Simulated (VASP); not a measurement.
# Na (P6_3/mmc) in VASP: a series of runs, part 2 of 2

VASP 6.6.1. Earlier steps stand in the parts before.

## 3. Single point, r2SCAN (strain -0.025 along x and y, -0.025 along z)

POSCAR reads:

```
Na
1.0
    3.6728259727      0.0000000000      0.0000000000
   -1.8364129863      3.1807605960      0.0000000000
    0.0000000000      0.0000000000      6.0001500000
Na
2
Direct
    0.3333333333      0.6666666667      0.2500000000
    0.6666666667      0.3333333333      0.7500000000
```

INCAR.step1 reads:

```
PREC = Accurate
ENCUT = 520
ISMEAR = 0
SIGMA = 0.15
LREAL = False
LASPH = True
NELM = 100
NBANDS = 14
GGA = PE
ALGO = Normal
EDIFF = 1E-4
LWAVE = True
LCHARG = False
```

INCAR.step2 reads:

```
PREC = Accurate
ENCUT = 520
EDIFF = 1E-6
ISMEAR = 0
SIGMA = 0.15
LREAL = False
LASPH = True
NELM = 100
ALGO = Normal
ISIF = 2
LWAVE = False
LCHARG = False
METAGGA = R2SCAN
LMIXTAU = True
NBANDS = 14
ISTART = 1
```

KPOINTS reads:

```
regular mesh
0
Gamma
  12 12 8
```

Potentials or basis: VASP PAW PBE potentials, release 64 (Na_pv).

Run with:

```bash
cat potpaw_PBE.64/Na_pv/POTCAR > POTCAR
cp INCAR.step1 INCAR
mpirun -np 1 vasp_std > vasp.out
cp INCAR.step2 INCAR
mpirun -np 1 vasp_std > vasp.out
```

OUTCAR:

```text
PREC = Accurate
   ENCUT = 520
   EDIFF = 1E-6
   ISMEAR = 0
   LREAL = False
   LASPH = True
   NELM = 100
   ISIF = 2
   METAGGA = R2SCAN
   ISTART = 1

 ion  position               nearest neighbor table
   1  0.333  0.667  0.250-
   2  0.667  0.333  0.750-

  LATTYP: Found a hexagonal cell.
 ALAT       =     3.6728259727
 C/A-ratio  =     1.6336603053

  Lattice vectors:

 A1 = (   3.6728259727,   0.0000000000,   0.0000000000)
 A2 = (  -1.8364129863,   3.1807605960,   0.0000000000)
 A3 = (   0.0000000000,   0.0000000000,   6.0001500000)

Analysis of symmetry for initial positions (statically):
=====================================================================
 Subroutine PRICEL returns:
 Original cell was already a primitive cell.

 Routine SETGRP: Setting up the symmetry group for a
 hexagonal supercell.

 Subroutine GETGRP returns: Found 24 space group operations
 (whereof 12 operations were pure point group operations)
 out of a pool of 24 trial point group operations.

The static configuration has the point symmetry D_3d.
 The point group associated with its full space group is D_6h.

Analysis of symmetry for dynamics (positions and initial velocities):
=====================================================================
 Subroutine PRICEL returns:
 Original cell was already a primitive cell.

 Routine SETGRP: Setting up the symmetry group for a
 hexagonal supercell.

 Subroutine GETGRP returns: Found 24 space group operations
 (whereof 12 operations were pure point group operations)
 out of a pool of 24 trial point group operations.

The dynamic configuration has the point symmetry D_3d.
 The point group associated with its full space group is D_6h.

 Subroutine INISYM returns: Found 24 space group operations
 (whereof 12 operations are pure point group operations),
 and found     1 'primitive' translations
[... 116 lines left out ...]
  volume/ion in A,a.u.               =      35.05       236.52
  Fermi-wavevector in a.u.,A,eV,Ry     =   0.956944  1.808361 12.459415  0.915741
  Thomas-Fermi vector in A             =   2.085917
   LORBIT       =      0    0 simple, 1 ext, 2 COOP (PROOUT), +10 PAW based schemes
   METAGGA = R2SCAN    functional components
   LHFCALC =     F    Hartree Fock is set to
   AEXX    =    0.0000 exact exchange contribution
   IVDW    =     0    specifies the selected vdW correction
   LEPSILON=     F    determine dielectric tensor
   LRPA    =     F    only Hartree local field effects (RPA)
 non-spin polarized calculation
 Gauss-broadening in eV      SIGMA  =   0.15
  energy-cutoff  :      520.00
  volume of cell :       70.10
 maximum number of plane-waves:      1906
 NGX is ok and might be reduce to    28
   NGX = 13   NGY = 13   NGZ = 23

 number of electron      13.9999982 magnetization

 Free energy of the ion-electron system (eV)
  ---------------------------------------------------
  ext. energy  EPLUGINS =         0.00000000
  ---------------------------------------------------
  free energy    TOTEN  =        -7.10618737 eV

  energy without entropy =       -7.09818524  energy(sigma->0) =       -7.10218631

 E-fermi :   0.5018     XC(G=0):  -7.0807

 val. band max:        0.4932916257   @ k =   0.2500   0.2500   0.3750
 cond. band min:       0.5725443979   @ k =   0.4167   0.0833   0.2500
 fundamental gap:      0.0792527722
 Fermi energy:         0.5017734236

 k-point     1 :       0.0000    0.0000    0.0000
  band No.  band energies     occupation
      1     -25.4920      2.00000
      2     -25.4543      2.00000
      3     -25.4541      2.00000
      4     -25.4485      2.00000
      5     -25.4484      2.00000
      6     -25.4482      2.00000
      7      -3.1002      2.00000
      8       1.0147      0.00000
      9       1.7389      0.00000
     10      11.4749      0.00000
     11      11.4754      0.00000
     12      11.9734      0.00000
     13      12.0832      0.00000
     14      12.0834      0.00000
[... 377 lines left out ...]
      1     -25.4824      2.00000
      2     -25.4756      2.00000
      3     -25.4731      2.00000
      4     -25.4614      2.00000
      5     -25.4544      2.00000
      6     -25.4531      2.00000
      7      -1.2368      2.00000
      8       1.9469      0.00000
      9       3.6236      0.00000
     10       4.6804      0.00000
     11       6.8934      0.00000
     12       8.4879      0.00000
     13       8.9980      0.00000
     14      10.9635      0.00000

 [... further k-points ...]
[... 5 lines left out ...]
  --------------------------------------------------------------------------------------
  -------------------------------------------------------------------------------------
  Total        0.3047340      0.3047340      0.2342776      0.0000000      0.0000000     -0.0000000
  in kB        6.9652715      6.9652715      5.3548582      0.0000000      0.0000000     -0.0000000
  external PRESSURE =       6.4284671 kB  Pullay stress =       0.0000000 kB

 VOLUME and BASIS-vectors are now :
 -----------------------------------------------------------------------------
  energy-cutoff  :      520.00
  volume of cell :       70.10
      direct lattice vectors                 reciprocal lattice vectors
     3.672825973  0.000000000  0.000000000     0.272269911  0.157195106  0.000000000
    -1.836412986  3.180760596  0.000000000     0.000000000  0.314390213  0.000000000
     0.000000000  0.000000000  6.000150000     0.000000000  0.000000000  0.166662500

 POSITION                                       TOTAL-FORCE (eV/Angst)
 -----------------------------------------------------------------------------------
     -0.00000      2.12051      1.50004        -0.000000      0.000000     -0.000000
      1.83641      1.06025      4.50011         0.000000     -0.000000      0.000000
 -----------------------------------------------------------------------------------
    total drift:                               -0.000000      0.000000      0.000000

  FREE ENERGIE OF THE ION-ELECTRON SYSTEM (eV)
  ---------------------------------------------------
  free  energy   TOTEN  =        -7.1061873724 eV

  energy  without entropy=       -7.0981852450  energy(sigma->0) =       -7.10218631
```

OUTCAR.step1:

```text
PREC = Accurate
   ENCUT = 520
   ISMEAR = 0
   LREAL = False
   LASPH = True
[... 633 lines left out ...]
     -0.00000      2.12051      1.50004         0.000000     -0.000000      0.000000
      1.83641      1.06025      4.50011        -0.000000      0.000000     -0.000000
 -----------------------------------------------------------------------------------
    total drift:                               -0.000000      0.000000      0.000000

  FREE ENERGIE OF THE ION-ELECTRON SYSTEM (eV)
  ---------------------------------------------------
  free  energy   TOTEN  =        -2.6254442242 eV

  energy  without entropy=       -2.6168872581  energy(sigma->0) =       -2.62116574
```

Run time: 8.2 min. Hardware: 1 thread of Oxide Virtual Turin-like, shared host; peak memory 0.19 GiB.

What came out:

```
Free energy            : -7.1062 eV
Pressure               : 0.6 GPa
Band gap on the k mesh : zero (bands 7 and 8 overlap by 4.71 eV)
```

Caveat: the cell differs from its parent crystal (strain -0.025 along x and y, -0.025 along z); the PAW data sets were made with another functional, which shifts forces and pressure a little.

The gap in the log of VASP goes by the Fermi energy; the results here count the filled bands.